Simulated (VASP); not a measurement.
Runs of VASP 6.6.1 on LiNbO3. The structure is that of space group Pm-3m (No. 221), or close to it. The cells are those of the table. 

```csv
task,level,potentials or basis,cell,cutoff (eV),gap on the mesh (eV),pressure (GPa),relaxed volume (Å³/atom)
relaxation of cell and atoms,PBEsol,"VASP PAW PBE potentials, release 64 (Li_sv, Nb_sv, O)","relaxed from a = 3.956 Å, 5 atoms",600,1.67,0.0,(b)
relaxation of cell and atoms,r2SCAN,"VASP PAW PBE potentials, release 64 (Li_sv, Nb_sv, O)","relaxed from a = 3.956 Å, 5 atoms",600,2.11,0.0,12.14
single point,PBEsol,"VASP PAW PBE potentials, release 64 (Li_sv, Nb_sv, O)","a = 3.926 Å, 5 atoms",520,1.66,-,-
single point,PBE,"VASP PAW PBE potentials, release 64 (Li_sv, Nb_sv, O)","a = 3.956 Å, 5 atoms",520,1.68,-,-
relaxation of cell and atoms,LDA,"VASP PAW LDA potentials, release 64 (Li_sv, Nb_sv, O)","relaxed from a = 3.956 Å, 5 atoms",600,1.67,0.1,(a)
```

Alike in all rows: no spin polarisation; k mesh 6 × 6 × 6; smearing fermi-dirac 0.02 eV.

Q: Estimate the missing entries.

A: (a) 11.85; (b) 12.07.

Caveats: the cutoff is under 1.25 times the usual one of these potentials, so pressure, stress and relaxed cells hold a basis-set (Pulay) error; the PAW data sets were made with another functional, which shifts forces and pressure a little (some runs).

A k mesh can miss the band edges, and the runs leave out spin-orbit coupling on Nb.
